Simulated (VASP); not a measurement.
# Ru (P6_3/mmc) in VASP: a series of runs

Runs on Ru. Level: PBE. Tasks: relaxation of the atoms, single point.

Everything below comes from runs of VASP 6.6.1. Logs are shortened: lines on timing, memory, paths and dates and some standing lists are left out, and cuts for length are marked.

**1. The cell of the first run**

The structure is hexagonal, space group P6_3/mmc (No. 194). Conventional cell: a = 2.706 Å, b = 2.706 Å, c = 4.282 Å, α = 90.00°, β = 90.00°, γ = 120.00°. Within 3.5 Å of Ru (site symmetry -6m2) lie 12 Ru at 2.65 to 2.71 Å.

**2. Relaxation of the atoms, PBE**

INCAR

```
SYSTEM = Ru
ALGO = Normal ; EDIFF = 1E-7
EDIFFG = -0.02 ; ENCUT = 520
GGA = PE ; IBRION = 2
ISIF = 2 ; ISMEAR = -1
LASPH = .True. ; LCHARG = .False.
LREAL = .False. ; LWAVE = .False.
NELM = 80 ; NSW = 80
PREC = Accurate ; SIGMA = 0.05
```

KPOINTS

```
k-points
0
Gamma
  20 20 11
  0 0 0
```

POSCAR

```
Ru
1.0
    2.7058000000      0.0000000000      0.0000000000
   -1.3529000000      2.3432915376      0.0000000000
    0.0000000000      0.0000000000      4.2819000000
Ru
2
Direct
    0.3333333333      0.6666666667      0.2500000000
    0.6666666667      0.3333333333      0.7500000000
```

Potentials or basis: VASP PAW PBE potentials, release 64 (Ru_pv).

Command:

```
> cat potpaw_PBE.64/Ru_pv/POTCAR > POTCAR
> mpirun -np 1 vasp_std > vasp.out
```

OUTCAR:

```text
SYSTEM = Ru
   EDIFF = 1E-7
   EDIFFG = -0.02
   ENCUT = 520
   GGA = PE
   IBRION = 2
   ISIF = 2
   ISMEAR = -1
   LASPH = .True.
   LREAL = .False.
   NELM = 80
   NSW = 80
   PREC = Accurate

 ion  position               nearest neighbor table
   1  0.333  0.667  0.250-   2 2.65   2 2.65   2 2.65   2 2.65   2 2.65   2 2.65
   2  0.667  0.333  0.750-   1 2.65   1 2.65   1 2.65   1 2.65   1 2.65   1 2.65

  LATTYP: Found a hexagonal cell.
 ALAT       =     2.7058000000
 C/A-ratio  =     1.5824894671

  Lattice vectors:

 A1 = (   2.7058000000,   0.0000000000,   0.0000000000)
 A2 = (  -1.3529000000,   2.3432915376,   0.0000000000)
 A3 = (   0.0000000000,   0.0000000000,   4.2819000000)

Analysis of symmetry for initial positions (statically):
=====================================================================
 Subroutine PRICEL returns:
 Original cell was already a primitive cell.

 Routine SETGRP: Setting up the symmetry group for a
 hexagonal supercell.

 Subroutine GETGRP returns: Found 24 space group operations
 (whereof 12 operations were pure point group operations)
 out of a pool of 24 trial point group operations.

The static configuration has the point symmetry D_3d.
 The point group associated with its full space group is D_6h.

Analysis of symmetry for dynamics (positions and initial velocities):
=====================================================================
 Subroutine PRICEL returns:
 Original cell was already a primitive cell.

 Routine SETGRP: Setting up the symmetry group for a
 hexagonal supercell.

 Subroutine GETGRP returns: Found 24 space group operations
 (whereof 12 operations were pure point group operations)
 out of a pool of 24 trial point group operations.

The dynamic configuration has the point symmetry D_3d.
 The point group associated with its full space group is D_6h.

 Subroutine INISYM returns: Found 24 space group operations
 (whereof 12 operations are pure point group operations),
 and found     1 'primitive' translations

----------------------------------------------------------------------------------------

                                     Primitive cell

  volume of cell :      27.1493

  direct lattice vectors                    reciprocal lattice vectors
     2.705800000  0.000000000  0.000000000     0.369576465  0.213375072  0.000000000
    -1.352900000  2.343291538  0.000000000     0.000000000  0.426750144  0.000000000
     0.000000000  0.000000000  4.281900000     0.000000000  0.000000000  0.233541185

  length of vectors
     2.705800000  2.705800000  4.281900000     0.426750144  0.426750144  0.233541185

  position of ions in fractional coordinates (direct lattice)
     0.333333333  0.666666667  0.250000000
     0.666666667  0.333333333  0.750000000

  ion indices of the primitive-cell ions
   primitive index   ion index
                 1           1
                 2           2

----------------------------------------------------------------------------------------

 KPOINTS: k-points

Automatic generation of k-mesh.
 Grid dimensions read from file:
 generate k-points for:   20   20   11

 Generating k-lattice:

  Cartesian coordinates                     Fractional coordinates (reciprocal lattice)
     0.018478823  0.010668754  0.000000000     0.050000000  0.000000000  0.000000000
     0.000000000  0.021337507  0.000000000     0.000000000  0.050000000  0.000000000
     0.000000000  0.000000000  0.021231017     0.000000000  0.000000000  0.090909091

  Length of vectors
     0.021337507  0.021337507  0.021231017

  Shift w.r.t. Gamma in fractional coordinates (k-lattice)
     0.000000000  0.000000000  0.000000000

 Subroutine IBZKPT returns following result:
 ===========================================

 Found    264 irreducible k-points:

 Following reciprocal coordinates:
            Coordinates               Weight
  0.000000  0.000000  0.000000      1.000000
  0.050000  0.000000  0.000000      6.000000
  0.100000  0.000000  0.000000      6.000000
  0.150000  0.000000  0.000000      6.000000
  0.200000  0.000000  0.000000      6.000000
  0.250000  0.000000  0.000000      6.000000
[... 16 lines left out ...]
  0.200000  0.100000  0.000000     12.000000
  0.250000  0.100000  0.000000     12.000000
 [... further k-points ...]
   k-points           NKPTS =    264   k-points in BZ     NKDIM =    264   number of bands    NBANDS=     18
   number of dos      NEDOS =    301   number of ions     NIONS =      2
   total plane-waves  NPLWV =  12800
   dimension x,y,z NGX =    20 NGY =   20 NGZ =   32
   dimension x,y,z NGXF=    40 NGYF=   40 NGZF=   64
   ions per type =               2
   NGX,Y,Z   is equivalent  to a cutoff of  12.29, 12.29, 12.42 a.u.
   NGXF,Y,Z  is equivalent  to a cutoff of  24.58, 24.58, 24.85 a.u.
 SYSTEM =  Ru
   PREC   = accura    normal or accurate (medium, high low for compatibility)
   ISTART =      0    job   : 0-new  1-cont  2-samecut
   ICHARG =      2    charge: 1-file 2-atom 10-const
   ISPIN  =      1    spin polarized calculation?
   LNONCOLLINEAR =      F non collinear calculations
   LSORBIT =      F    spin-orbit coupling
   LASPH  =      T    aspherical Exc in radial PAW
   ENCUT  =  520.0 eV  38.22 Ry    6.18 a.u.   5.03  5.03  7.96*2*pi/ulx,y,z
   NELM   =     80;   NELMIN=  2; NELMDL= -5     # of ELM steps
   EDIFF  = 0.1E-06   stopping-criterion for ELM
   LREAL  =      F    real-space projection
   EDIFFG = -.2E-01   stopping-criterion for IOM
   NSW    =     80    number of steps for IOM
   IBRION =      2    ionic relax: 0-MD 1-quasi-New 2-CG
   NFREE  =      1    steps in history (QN), initial steepest desc. (CG)
   ISIF   =      2    stress and relaxation
   ISYM   =      2    0-nonsym 1-usesym 2-fastsym
   POTIM  = 0.5000    time-step for ionic-motion
   TEBEG  =    0.0;   TEEND  =   0.0 temperature during run
   PSTRESS=    0.0 pullay stress
   NELECT =      28.0000    total number of electrons
   NUPDOWN=      -1.0000    fix difference up-down
   EMIN   =  10.00;   EMAX   =-10.00  energy-range for DOS
   EFERMI =   0.00;   METHOD = LEGACY
   ISMEAR =    -1;   SIGMA  =   0.05  broadening in eV -4-tet -1-fermi 0-gaus
   EFERMI_NEDOS =   21; number of points for ismear=-14 and -15
   IALGO  =     38    algorithm
   IMIX   =      4    mixing-type and parameters
     AMIX     =   0.40;   BMIX     =  1.00
     AMIX_MAG =   1.60;   BMIX_MAG =  1.00
  volume/ion in A,a.u.               =      13.57        91.61
  Fermi-wavevector in a.u.,A,eV,Ry     =   1.654022  3.125649 37.222674  2.735789
  Thomas-Fermi vector in A             =   2.742361
   LORBIT       =      0    0 simple, 1 ext, 2 COOP (PROOUT), +10 PAW based schemes
   GGA     = PE    functional components
   LHFCALC =     F    Hartree Fock is set to
   AEXX    =    0.0000 exact exchange contribution
   IVDW    =     0    specifies the selected vdW correction
   LEPSILON=     F    determine dielectric tensor
   LRPA    =     F    only Hartree local field effects (RPA)
 conjugate gradient relaxation of ions
 non-spin polarized calculation
  energy-cutoff  :      520.00
  volume of cell :       27.15
 maximum number of plane-waves:       752
 NGX is ok and might be reduce to    20
   NGX =  9   NGY =  9   NGZ = 15

 number of electron      28.0000008 magnetization

 Free energy of the ion-electron system (eV)
  ---------------------------------------------------
  ext. energy  EPLUGINS =         0.00000000
  ---------------------------------------------------
  free energy    TOTEN  =       -18.46896892 eV

  energy without entropy =      -18.45515985  energy(sigma->0) =      -18.46206439

 E-fermi :  12.8674     XC(G=0): -14.1213

 val. band max:       12.8649974233   @ k =   0.5000   0.0000   0.1818
 cond. band min:      12.8703346683   @ k =   0.1000   0.0000   0.3636
 fundamental gap:      0.0053372450
 Fermi energy:        12.8673806750

 k-point     1 :       0.0000    0.0000    0.0000
  band No.  band energies     occupation
      1     -30.8050      2.00000
      2     -29.8774      2.00000
      3     -29.8774      2.00000
      4     -29.7073      2.00000
      5     -29.7073      2.00000
      6     -29.6613      2.00000
[... 10 lines left out ...]
     17      14.0255      0.00000
     18      14.1390      0.00000

 k-point     2 :       0.0500    0.0000    0.0000
  band No.  band energies     occupation
      1     -30.7964      2.00000
      2     -29.8957      2.00000
      3     -29.8836      2.00000
      4     -29.7264      2.00000
      5     -29.7098      2.00000
      6     -29.6653      2.00000
[... 10 lines left out ...]
     17      14.0620      0.00000
     18      15.2171      0.00000

 k-point     3 :       0.1000    0.0000    0.0000
  band No.  band energies     occupation
      1     -30.7712      2.00000
      2     -29.9488      2.00000
      3     -29.9014      2.00000
      4     -29.7816      2.00000
      5     -29.7172      2.00000
      6     -29.6771      2.00000
[... 10 lines left out ...]
     17      14.1576      0.00000
     18      16.4251      0.00000

 k-point     4 :       0.1500    0.0000    0.0000
  band No.  band energies     occupation
      1     -30.7304      2.00000
      2     -30.0315      2.00000
      3     -29.9284      2.00000
      4     -29.8662      2.00000
      5     -29.7293      2.00000
      6     -29.6970      2.00000
[... 375 lines left out ...]
      4     -29.9245      2.00000
      5     -29.7730      2.00000
      6     -29.7367      2.00000
[... 10 lines left out ...]
     17      14.3842      0.00000
     18      19.4643      0.00000

 k-point    23 :       0.2000    0.1000    0.0000
  band No.  band energies     occupation
      1     -30.5903      2.00000
      2     -30.2514      2.00000
      3     -30.1552      2.00000
      4     -29.9798      2.00000
      5     -29.7980      2.00000
      6     -29.7722      2.00000
[... 10 lines left out ...]
     17      14.4622      0.00000
     18      20.6860      0.00000

 k-point    24 :       0.2500    0.1000    0.0000
  band No.  band energies     occupation
      1     -30.5199      2.00000
      2     -30.3596      2.00000
      3     -30.2359      2.00000
      4     -30.0336      2.00000
      5     -29.8219      2.00000
      6     -29.8146      2.00000
[... 10 lines left out ...]
     17      14.5278      0.00000
     18      21.9096      0.00000

 [... further k-points ...]

------------------------ aborting loop because EDIFF is reached ----------------------------------------

  FORCE on cell =-STRESS in cart. coord.  units (eV):
  Direction    XX          YY          ZZ          XY          YZ          ZX
  --------------------------------------------------------------------------------------
  -------------------------------------------------------------------------------------
  Total        0.8381212      0.8381212      0.5754638      0.0000000      0.0000000      0.0000000
  in kB       49.4605437     49.4605437     33.9601865      0.0000000      0.0000000      0.0000000
  external PRESSURE =      44.2937580 kB  Pullay stress =       0.0000000 kB

 VOLUME and BASIS-vectors are now :
 -----------------------------------------------------------------------------
  energy-cutoff  :      520.00
  volume of cell :       27.15
      direct lattice vectors                 reciprocal lattice vectors
     2.705800000  0.000000000  0.000000000     0.369576465  0.213375072  0.000000000
    -1.352900000  2.343291538  0.000000000     0.000000000  0.426750144  0.000000000
     0.000000000  0.000000000  4.281900000     0.000000000  0.000000000  0.233541185

 POSITION                                       TOTAL-FORCE (eV/Angst)
 -----------------------------------------------------------------------------------
     -0.00000      1.56219      1.07048        -0.000000      0.000000      0.000000
      1.35290      0.78110      3.21143         0.000000      0.000000      0.000000
 -----------------------------------------------------------------------------------
    total drift:                               -0.000000      0.000000     -0.000000

  FREE ENERGIE OF THE ION-ELECTRON SYSTEM (eV)
  ---------------------------------------------------
  free  energy   TOTEN  =       -18.4689689225 eV

  energy  without entropy=      -18.4551598517  energy(sigma->0) =      -18.46206439

 reached required accuracy - stopping structural energy minimisation
```

Wall time 66 s (1 thread of Intel Xeon 6975P-C, shared host); peak memory 0.22 GiB.

Results:

| Property | Result |
| --- | --- |
| Free energy | -18.4690 eV |
| Pressure after relaxing | 4.4 GPa |
| Band gap on the k mesh | zero (band 14 reaches 14.45 eV, above the bottom of band 15 at 11.22 eV) |

Stress tensor (GPa, compression positive):
```
4.95 0.00 0.00
0.00 4.95 0.00
0.00 0.00 3.40
```

Final structure:
```xyz
2
Lattice="2.7058 0.0000 0.0000 -1.3529 2.3433 0.0000 0.0000 0.0000 4.2819" Properties=species:S:1:pos:R:3 pbc="T T T"
Ru    0.0000    1.5622    1.0705
Ru    1.3529    0.7811    3.2114
```

Caveat: the relaxation stopped at its first step, so nothing moved.

(Part 1 of 2 ends here.)
